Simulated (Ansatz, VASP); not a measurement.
**B2P: VASP beside Ansatz**

INCAR

```
SYSTEM = B2P
PREC     = Accurate       ! precision mode
ENCUT    = 520            ! plane-wave cutoff, eV
EDIFF    = 1E-7           ! SCF threshold, eV
ISMEAR   = -1             ! smearing method
SIGMA    = 0.05           ! smearing width, eV
LREAL    = .FALSE.        ! projectors in reciprocal space
LASPH    = .TRUE.         ! aspherical terms in the spheres
NELM     = 60             ! most SCF steps
ALGO     = Normal         ! electronic algorithm
ISIF     = 2              ! what is computed and relaxed
LWAVE    = .FALSE.        ! write WAVECAR
LCHARG   = .TRUE.         ! write CHGCAR
GGA      = PS             ! functional
LELF     = .TRUE.         ! ELF
LVHAR    = .TRUE.       
NBANDS   = 12             ! bands
```

Contents of KPOINTS:

```
regular mesh
0
G
  10 10 10
  0 0 0
```

The input POSCAR:

```
B2P
1.0
    1.5151200000      0.8747500000      3.9248800000
   -1.5151200000      0.8747500000      3.9248800000
    0.0000000000     -1.7495000000      3.9248800000
B P
2 1
Direct
    0.4293400000      0.4293400000      0.4293400000
    0.5706600000      0.5706600000      0.5706600000
    0.0000000000      0.0000000000      0.0000000000
```

The input input.yaml:

```yaml
crystal:
  lattice:
    - [1.51512, 0.87475, 3.92488]
    - [-1.51512, 0.87475, 3.92488]
    - [0.0, -1.7495, 3.92488]
  atoms:
    - { symbol: B, position: [0.42934, 0.42934, 0.42934] }
    - { symbol: B, position: [0.57066, 0.57066, 0.57066] }
    - { symbol: P, position: [0.0, 0.0, 0.0] }
hamiltonian:
  xc: pbesol
  pseudopotentials: { kind: paw }
kpoints:
  mp_grid: { grid: [10, 10, 10] }
  band_path:
    path:
      - [[0.0, 0.0, 0.0], [0.5, 0.0, 0.0], [0.5, 0.1997816836, -0.1997816836]]
      - [[0.8002183164, 0.5, 0.1997816836], [0.5, 0.5, 0.5], [0.0, 0.0, 0.0], [0.3498908418, 0.0, -0.3498908418]]
      - [[0.6501091582, 0.3498908418, 0.0], [0.5, 0.5, 0.0], [0.6501091582, 0.6501091582, 0.1997816836], [0.5, 0.5, 0.5]]
      - [[0.5, 0.0, 0.0], [0.8002183164, 0.3498908418, 0.3498908418]]
    npoints: 14
scf:
  occupations: { method: fermi_dirac, width: 0.05 }
  n_extra_bands: 7
output:
  forces: true
  stress: true
  eigenvalues: true
  fatbands: false
  write_density: true
  write_potential: true
  elf: true
  volumetric_format: npy
```

Alike in both runs: functional PBEsol; k mesh 10 × 10 × 10; occupations fermi-dirac, width 0.05 eV; no spin polarisation.

```csv
,VASP,Ansatz
version,VASP 6.6.1,Ansatz 0.2.0
potentials or method,"VASP PAW PBE potentials, release 64 (B, P)",Ansatz PAW
plane-wave cutoff (eV),520,420
valence electrons in the cell,11,11
task,single point,band structure
```

Ansatz gave:

| Quantity | Value |
| --- | --- |
| gap on the k mesh at the Fermi level (eV) | none |
| pressure (GPa) | -3.2 |
| traceless stress, the component that is largest in VASP (GPa) | 1.34 |
| rms of the force components (eV/Å) | 0.023 |

**Question.** Which values does VASP return?

**Answer.** gap on the k mesh at the Fermi level (eV): none; pressure (GPa): -3.1; traceless stress, the component that is largest in VASP (GPa): 1.42; rms of the force components (eV/Å): 0.019.

VASP's potentials were made for PBE, not for PBEsol. Atom by atom the forces differ by 0.004 eV/Å (rms over components). A gap of «none» marks a metal or a gap that the smearing closes.
